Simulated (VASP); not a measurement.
# AlN (P6_3/mmc) in VASP: notebook, part 3 of 3

VASP 6.6.1. Earlier steps stand in the parts before.

## (5) Single point, PBEsol

This run uses another cell than the first one, of 10.33 Å³/atom, 0.995 times its volume.

INCAR reads:

```
SYSTEM = AlN
PREC = Accurate
ENCUT = 520
EDIFF = 1E-6
ISMEAR = 0
SIGMA = 0.05
LREAL = .FALSE.
LASPH = .TRUE.
NELM = 80
ALGO = Normal
ISIF = 2
LWAVE = .FALSE.
LCHARG = .FALSE.
GGA = PS
NBANDS = 16
```

KPOINTS reads:

```
Automatic mesh
0
G
  9 9 6
  0 0 0
```

POSCAR reads:

```
AlN
1.0
    3.3610000000      0.0000000000      0.0000000000
   -1.6805000000      2.9107113821      0.0000000000
    0.0000000000      0.0000000000      4.2240000000
Al N
2 2
Direct
    0.3333333333      0.6666666667      0.7500000000
    0.6666666667      0.3333333333      0.2500000000
    0.3333333333      0.6666666667      0.2500000000
    0.6666666667      0.3333333333      0.7500000000
```

Potentials or basis: VASP PAW PBE potentials, release 64 (Al, N).

Run with:

```sh
$ cat potpaw_PBE.64/Al/POTCAR potpaw_PBE.64/N/POTCAR > POTCAR
$ mpirun -np 1 vasp_std > vasp.out
```

OUTCAR:

```text
SYSTEM = AlN
   PREC = Accurate
   ENCUT = 520
   EDIFF = 1E-6
   ISMEAR = 0
   LREAL = .FALSE.
   LASPH = .TRUE.
   NELM = 80
   ISIF = 2
   GGA = PS

 ion  position               nearest neighbor table
   1  0.333  0.667  0.750-   4 1.94   4 1.94   4 1.94   3 2.11   3 2.11   2 2.87   2 2.87   2 2.87
                             2 2.87   2 2.87   2 2.87
   2  0.667  0.333  0.250-   3 1.94   3 1.94   3 1.94   4 2.11   4 2.11   1 2.87   1 2.87   1 2.87
                             1 2.87   1 2.87   1 2.87
   3  0.333  0.667  0.250-   2 1.94   2 1.94   2 1.94   1 2.11   1 2.11
   4  0.667  0.333  0.750-   1 1.94   1 1.94   1 1.94   2 2.11   2 2.11

  LATTYP: Found a hexagonal cell.
 ALAT       =     3.3610000000
 C/A-ratio  =     1.2567688188

  Lattice vectors:

 A1 = (   3.3610000000,   0.0000000000,   0.0000000000)
 A2 = (  -1.6805000000,   2.9107113821,   0.0000000000)
 A3 = (   0.0000000000,   0.0000000000,   4.2240000000)

Analysis of symmetry for initial positions (statically):
=====================================================================
 Subroutine PRICEL returns:
 Original cell was already a primitive cell.

 Routine SETGRP: Setting up the symmetry group for a
 hexagonal supercell.

 Subroutine GETGRP returns: Found 24 space group operations
 (whereof 12 operations were pure point group operations)
 out of a pool of 24 trial point group operations.

The static configuration has the point symmetry D_3d.
 The point group associated with its full space group is D_6h.

Analysis of symmetry for dynamics (positions and initial velocities):
=====================================================================
 Subroutine PRICEL returns:
 Original cell was already a primitive cell.

 Routine SETGRP: Setting up the symmetry group for a
 hexagonal supercell.

 Subroutine GETGRP returns: Found 24 space group operations
 (whereof 12 operations were pure point group operations)
 out of a pool of 24 trial point group operations.

The dynamic configuration has the point symmetry D_3d.
 The point group associated with its full space group is D_6h.

 Subroutine INISYM returns: Found 24 space group operations
 (whereof 12 operations are pure point group operations),
 and found     1 'primitive' translations

----------------------------------------------------------------------------------------

                                     Primitive cell

  volume of cell :      41.3230

  direct lattice vectors                    reciprocal lattice vectors
     3.361000000  0.000000000  0.000000000     0.297530497  0.171779312  0.000000000
    -1.680500000  2.910711382  0.000000000     0.000000000  0.343558625  0.000000000
     0.000000000  0.000000000  4.224000000     0.000000000  0.000000000  0.236742424

  length of vectors
     3.361000000  3.361000000  4.224000000     0.343558625  0.343558625  0.236742424

  position of ions in fractional coordinates (direct lattice)
     0.333333333  0.666666667  0.750000000
     0.666666667  0.333333333  0.250000000
     0.333333333  0.666666667  0.250000000
     0.666666667  0.333333333  0.750000000

  ion indices of the primitive-cell ions
   primitive index   ion index
                 1           1
                 2           2
                 3           3
                 4           4

----------------------------------------------------------------------------------------

 KPOINTS: Automatic mesh

[... 46 lines left out ...]
  0.333333  0.222222  0.166667     24.000000
  0.333333  0.333333  0.166667      4.000000
 [... further k-points ...]
   k-points           NKPTS =     48   k-points in BZ     NKDIM =     48   number of bands    NBANDS=     16
   number of dos      NEDOS =    301   number of ions     NIONS =      4
   total plane-waves  NPLWV =  25088
   dimension x,y,z NGX =    28 NGY =   28 NGZ =   32
   dimension x,y,z NGXF=    56 NGYF=   56 NGZF=   64
   ions per type =               2   2
   NGX,Y,Z   is equivalent  to a cutoff of  13.85, 13.85, 12.59 a.u.
   NGXF,Y,Z  is equivalent  to a cutoff of  27.70, 27.70, 25.19 a.u.
 SYSTEM =  AlN
   PREC   = accura    normal or accurate (medium, high low for compatibility)
   ISTART =      0    job   : 0-new  1-cont  2-samecut
   ICHARG =      2    charge: 1-file 2-atom 10-const
   ISPIN  =      1    spin polarized calculation?
   LNONCOLLINEAR =      F non collinear calculations
   LSORBIT =      F    spin-orbit coupling
   LASPH  =      T    aspherical Exc in radial PAW
   ENCUT  =  520.0 eV  38.22 Ry    6.18 a.u.   6.25  6.25  7.85*2*pi/ulx,y,z
   NELM   =     80;   NELMIN=  2; NELMDL= -5     # of ELM steps
   EDIFF  = 0.1E-05   stopping-criterion for ELM
   LREAL  =      F    real-space projection
   EDIFFG = 0.1E-04   stopping-criterion for IOM
   NSW    =      0    number of steps for IOM
   IBRION =     -1    ionic relax: 0-MD 1-quasi-New 2-CG
   NFREE  =      0    steps in history (QN), initial steepest desc. (CG)
   ISIF   =      2    stress and relaxation
   ISYM   =      2    0-nonsym 1-usesym 2-fastsym
   POTIM  = 0.5000    time-step for ionic-motion
   TEBEG  =    0.0;   TEEND  =   0.0 temperature during run
   PSTRESS=    0.0 pullay stress
   NELECT =      16.0000    total number of electrons
   NUPDOWN=      -1.0000    fix difference up-down
   EMIN   =  10.00;   EMAX   =-10.00  energy-range for DOS
   EFERMI =   0.00;   METHOD = LEGACY
   ISMEAR =     0;   SIGMA  =   0.05  broadening in eV -4-tet -1-fermi 0-gaus
   EFERMI_NEDOS =   21; number of points for ismear=-14 and -15
   IALGO  =     38    algorithm
   IMIX   =      4    mixing-type and parameters
     AMIX     =   0.40;   BMIX     =  1.00
     AMIX_MAG =   1.60;   BMIX_MAG =  1.00
  volume/ion in A,a.u.               =      10.33        69.72
  Fermi-wavevector in a.u.,A,eV,Ry     =   1.193212  2.254844 19.371363  1.423755
  Thomas-Fermi vector in A             =   2.329232
   LORBIT       =      0    0 simple, 1 ext, 2 COOP (PROOUT), +10 PAW based schemes
   GGA     = PS    functional components
   LHFCALC =     F    Hartree Fock is set to
   AEXX    =    0.0000 exact exchange contribution
   IVDW    =     0    specifies the selected vdW correction
   LEPSILON=     F    determine dielectric tensor
   LRPA    =     F    only Hartree local field effects (RPA)
 non-spin polarized calculation
 Gauss-broadening in eV      SIGMA  =   0.05
  energy-cutoff  :      520.00
  volume of cell :       41.32
 maximum number of plane-waves:      1132
 NGX is ok and might be reduce to    28
   NGX = 13   NGY = 13   NGZ = 15

 number of electron      15.9999998 magnetization

 Free energy of the ion-electron system (eV)
  ---------------------------------------------------
  ext. energy  EPLUGINS =         0.00000000
  ---------------------------------------------------
  free energy    TOTEN  =       -30.86833384 eV

  energy without entropy =      -30.86833384  energy(sigma->0) =      -30.86833384

 E-fermi :   7.6847     XC(G=0): -11.1847

 val. band max:        7.4124973349   @ k =   0.0000   0.0000   0.0000
 cond. band min:      10.3373823375   @ k =   0.0000   0.0000   0.0000
 fundamental gap:      2.9248850026
 Fermi energy:         7.6847095047

 k-point     1 :       0.0000    0.0000    0.0000
  band No.  band energies     occupation
      1      -9.0374      2.00000
      2      -5.5192      2.00000
      3       0.7571      2.00000
      4       4.2440      2.00000
      5       4.2440      2.00000
      6       5.9037      2.00000
[... 433 lines left out ...]
      3       1.0867      2.00000
      4       1.9766      2.00000
      5       1.9766      2.00000
      6       4.5340      2.00000
[... 8 lines left out ...]
     15      18.3697      0.00000
     16      19.9867      0.00000

 [... further k-points ...]

------------------------ aborting loop because EDIFF is reached ----------------------------------------

  FORCE on cell =-STRESS in cart. coord.  units (eV):
  Direction    XX          YY          ZZ          XY          YZ          ZX
  --------------------------------------------------------------------------------------
  -------------------------------------------------------------------------------------
  Total       -2.9052730     -2.9052730     -2.5247924      0.0000000     -0.0000000     -0.0000000
  in kB     -112.6434537   -112.6434537    -97.8914331      0.0000000     -0.0000000     -0.0000000
  external PRESSURE =    -107.7261135 kB  Pullay stress =       0.0000000 kB

 VOLUME and BASIS-vectors are now :
 -----------------------------------------------------------------------------
  energy-cutoff  :      520.00
  volume of cell :       41.32
      direct lattice vectors                 reciprocal lattice vectors
     3.361000000  0.000000000  0.000000000     0.297530497  0.171779312  0.000000000
    -1.680500000  2.910711382  0.000000000     0.000000000  0.343558625  0.000000000
     0.000000000  0.000000000  4.224000000     0.000000000  0.000000000  0.236742424

 POSITION                                       TOTAL-FORCE (eV/Angst)
 -----------------------------------------------------------------------------------
     -0.00000      1.94047      3.16800        -0.000000      0.000000      0.000000
      1.68050      0.97024      1.05600         0.000000     -0.000000      0.000000
     -0.00000      1.94047      1.05600        -0.000000     -0.000000      0.000000
      1.68050      0.97024      3.16800         0.000000     -0.000000      0.000000
 -----------------------------------------------------------------------------------
    total drift:                               -0.000000     -0.000000     -0.000000

  FREE ENERGIE OF THE ION-ELECTRON SYSTEM (eV)
  ---------------------------------------------------
  free  energy   TOTEN  =       -30.8683338404 eV

  energy  without entropy=      -30.8683338404  energy(sigma->0) =      -30.86833384
```

OSZICAR:

```text
N       E                     dE             d eps       ncg     rms          rms(c)
DAV:   1     0.413404286499E+02    0.41340E+02   -0.72405E+03  1536   0.895E+02
DAV:   2    -0.313728161211E+02   -0.72713E+02   -0.66234E+02  2296   0.185E+02
DAV:   3    -0.349192788926E+02   -0.35465E+01   -0.35308E+01  1824   0.419E+01
DAV:   4    -0.349420266996E+02   -0.22748E-01   -0.22745E-01  1912   0.381E+00
DAV:   5    -0.349423258858E+02   -0.29919E-03   -0.29918E-03  1784   0.438E-01    0.110E+01
DAV:   6    -0.309341214278E+02    0.40082E+01   -0.81426E+00  1984   0.211E+01    0.383E+00
DAV:   7    -0.309110692120E+02    0.23052E-01   -0.61856E-01  1688   0.536E+00    0.274E+00
DAV:   8    -0.308762525826E+02    0.34817E-01   -0.10365E-01  1632   0.262E+00    0.887E-01
DAV:   9    -0.308680366455E+02    0.82159E-02   -0.18953E-02  1944   0.107E+00    0.281E-01
DAV:  10    -0.308684291848E+02   -0.39254E-03   -0.22131E-03  1736   0.319E-01    0.177E-01
DAV:  11    -0.308683365558E+02    0.92629E-04   -0.12266E-04  1784   0.845E-02    0.448E-02
DAV:  12    -0.308683344392E+02    0.21166E-05   -0.67255E-06  1776   0.204E-02    0.910E-03
DAV:  13    -0.308683338404E+02    0.59878E-06   -0.28452E-06  1832   0.125E-02
   1 F= -.30868334E+02 E0= -.30868334E+02  d E =-.778688E-17
```

stdout:

```text
POSCAR found type information on POSCAR AlN
 POSCAR found :  2 types and       4 ions
 scaLAPACK will be used
 -----------------------------------------------------------------------------
|                                                                             |
|                                                                             |
|     You enforced a specific xc type in the INCAR file but a different       |
|     I HOPE YOU KNOW WHAT YOU ARE DOING!                                     |
|                                                                             |
 -----------------------------------------------------------------------------

 LDA part: xc-table for (Slater+PW92), standard interpolation
 POSCAR, INCAR and KPOINTS ok, starting setup
 FFT: planning ... GRIDC
 FFT: planning ... GRID_SOFT
 FFT: planning ... GRID
 WAVECAR not read
 entering main loop
```

Run time: 25 s. Hardware: 1 thread of Intel Xeon Platinum 8259CL at 2.50GHz (Skylake/Cascade Lake), shared host; peak memory 0.17 GiB.

What came out:

```yaml
Free_energy: -30.8683 eV
Pressure: -10.8 GPa
Band_gap_on_the_k_mesh: 2.92 eV, direct
```

Caveat: the PAW data sets were made with another functional, which shifts forces and pressure a little. PBEsol gaps usually lie below the measured ones, often by a third to a half.

## (6) Single point, PBEsol

This run uses another cell than the first one, of 10.51 Å³/atom, 1.012 times its volume.

INCAR reads:

```
SYSTEM = AlN
PREC = Accurate
ENCUT = 520
EDIFF = 1E-7
ISMEAR = 0
SIGMA = 0.05
LREAL = .False.
LASPH = .True.
NELM = 60
ALGO = Normal
ISIF = 2
LWAVE = .False.
LCHARG = .False.
GGA = PS
NBANDS = 16
```

KPOINTS reads:

```
Automatic mesh
0
Gamma
  9 9 6
  0 0 0
```

POSCAR reads:

```
AlN
1.0
    3.3412000000      0.0000000000      0.0000000000
   -1.6706000000      2.8935640791      0.0000000000
    0.0000000000      0.0000000000      4.3483000000
Al N
2 2
Direct
    0.3333333333      0.6666666667      0.7500000000
    0.6666666667      0.3333333333      0.2500000000
    0.3333333333      0.6666666667      0.2500000000
    0.6666666667      0.3333333333      0.7500000000
```

Potentials or basis: VASP PAW PBE potentials, release 64 (Al, N).

Run with:

```sh
$ cat potpaw_PBE.64/Al/POTCAR potpaw_PBE.64/N/POTCAR > POTCAR
$ mpirun -np 1 vasp_std > vasp.out
```

Wall time 26 s (1 thread of Intel Xeon Platinum 8259CL at 2.50GHz (Skylake/Cascade Lake), shared host); peak memory 0.17 GiB.

The run converged. Its results:

```yaml
Free_energy: -30.8137 eV
Pressure: -12.6 GPa
Band_gap_on_the_k_mesh: 2.69 eV, direct
```

Stress tensor (GPa, compression positive):
```
-11.86   0.00   0.00
  0.00 -11.86   0.00
  0.00   0.00 -13.95
```

Levels at points of the mesh, in eV from the valence-band top:
| k point | band 4 | band 5 | band 6 | band 7 | band 8 | band 9 | band 10 | band 11 | band 12 | band 13 |
| --- | --- | --- | --- | --- | --- | --- | --- | --- | --- | --- |
| (0.00, 0.00, 0.00) | -3.15 | -3.15 | -1.68 | -1.68 | 0.00 | 2.69 | 3.93 | 7.91 | 7.91 | 10.61 |
| (0.00, 0.00, 0.50) | -3.74 | -2.45 | -2.45 | -2.45 | -2.45 | 5.14 | 5.14 | 8.16 | 8.16 | 8.16 |

Caveat: the PAW data sets were made with another functional, which shifts forces and pressure a little.

## (7) The runs side by side

| cell | gap on the mesh (eV) | pressure (GPa) |
| --- | --- | --- |
| a = 3.321, b = 3.321, c = 4.348 Å, angles 90.0, 90.0, 120.0°, 4 atoms | 2.77 | -10.3 |
| a = 3.401, b = 3.401, c = 4.183 Å, angles 90.0, 90.0, 120.0°, 4 atoms | 2.90 | -13.4 |
| a = 3.361, b = 3.361, c = 4.266 Å, angles 90.0, 90.0, 120.0°, 4 atoms | 2.82 | -12.2 |
| a = 3.361, b = 3.361, c = 4.224 Å, angles 90.0, 90.0, 120.0°, 4 atoms | 2.92 | -10.8 |
| a = 3.341, b = 3.341, c = 4.348 Å, angles 90.0, 90.0, 120.0°, 4 atoms | 2.69 | -12.6 |

Alike in all rows: task single point; level PBEsol; potentials or basis VASP PAW PBE potentials, release 64 (Al, N); no spin polarisation; k mesh 9 × 9 × 6; cutoff (eV) 520; smearing gaussian 0.05 eV.

Caveats: the PAW data sets were made with another functional, which shifts forces and pressure a little.

Total energies depend on the potentials used, so only differences within one code and one set of settings carry meaning.
